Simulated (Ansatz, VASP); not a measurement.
## AlN: VASP beside Ansatz

The input INCAR:

```
SYSTEM = AlN
ALGO = Normal
EDIFF = 1E-6
ENCUT = 520
ISIF = 2
ISMEAR = 0
LASPH = .TRUE.
LCHARG = .TRUE.
LELF = .TRUE.
LREAL = .FALSE.
LVHAR = .TRUE.
LWAVE = .FALSE.
NBANDS = 26
NELM = 80
PREC = Accurate
SIGMA = 0.05
```

Contents of KPOINTS:

```
k-points
0
G
  8 6 4
  0 0 0
```

File POSCAR:

```
AlN
1.0
   -1.6378403119      2.8368226349      0.0000000000
    0.0000000000      0.0000000000      4.1006264518
    4.9135209358      2.8368226349      0.0000000000
Al N
4 4
Direct
    0.3310126463      0.7500000000      0.1608105199
    1.0000000000      0.7500000000      0.6666666667
    0.0000000000      0.2500000000      0.3333333333
    0.5000000000      0.2500000000      0.8333333333
    0.5000000000      0.2500000000      0.1666666667
    1.0000000000      0.2500000000      0.6666666667
    0.0000000000      0.7500000000      0.3333333333
    0.5000000000      0.7500000000      0.8333333333
```

Input for Ansatz:

```yaml
crystal:
  lattice:
    - [-1.6378403119, 2.8368226349, 0.0]
    - [0.0, 0.0, 4.1006264518]
    - [4.9135209358, 2.8368226349, 0.0]
  atoms:
    - { symbol: Al, position: [0.3310126463, 0.75, 0.1608105199] }
    - { symbol: Al, position: [1.0, 0.75, 0.6666666667] }
    - { symbol: Al, position: [0.0, 0.25, 0.3333333333] }
    - { symbol: Al, position: [0.5, 0.25, 0.8333333333] }
    - { symbol: "N", position: [0.5, 0.25, 0.1666666667] }
    - { symbol: "N", position: [1.0, 0.25, 0.6666666667] }
    - { symbol: "N", position: [0.0, 0.75, 0.3333333333] }
    - { symbol: "N", position: [0.5, 0.75, 0.8333333333] }
basis:
  ecutwfc: 420
kpoints:
  mp_grid: { grid: [8, 6, 4] }
hamiltonian:
  xc: lda
  pseudopotentials: { kind: paw, azcp: { folder: soft_1 } }
scf:
  occupations: { method: gaussian, width: 0.05 }
output:
  forces: true
  stress: true
  eigenvalues: true
```

Alike in both runs: task single point; functional LDA; k mesh 8 × 6 × 4; occupations gaussian, width 0.05 eV; no spin polarisation.

```csv
,VASP,Ansatz
version,VASP 6.6.1,Ansatz 0.2.0
potentials or method,"VASP PAW LDA potentials, release 64 (Al, N), cutoff 520 eV","scalar-relativistic, plane waves, PAW"
valence electrons in the cell,32,32
```

Ansatz gave:

* gap on the k mesh at the Fermi level (eV): 3.12
* least direct gap on the mesh (eV): 3.12
* pressure (GPa): 14.3
* traceless stress, the component that is largest in VASP (GPa): 27.51
* rms of the force components (eV/Å): 4.900

**Question.** Which values does VASP return?

**Answer.** gap on the k mesh at the Fermi level (eV): 3.12; least direct gap on the mesh (eV): 3.12; pressure (GPa): 15.3; traceless stress, the component that is largest in VASP (GPa): 28.22; rms of the force components (eV/Å): 4.980.

Ansatz warns that its potentials were made for another functional, while VASP's fit it. LDA's correlation is that of Perdew and Zunger in VASP and of Perdew and Wang (1992) in Ansatz. Atom by atom the forces differ by 0.081 eV/Å (rms over components).
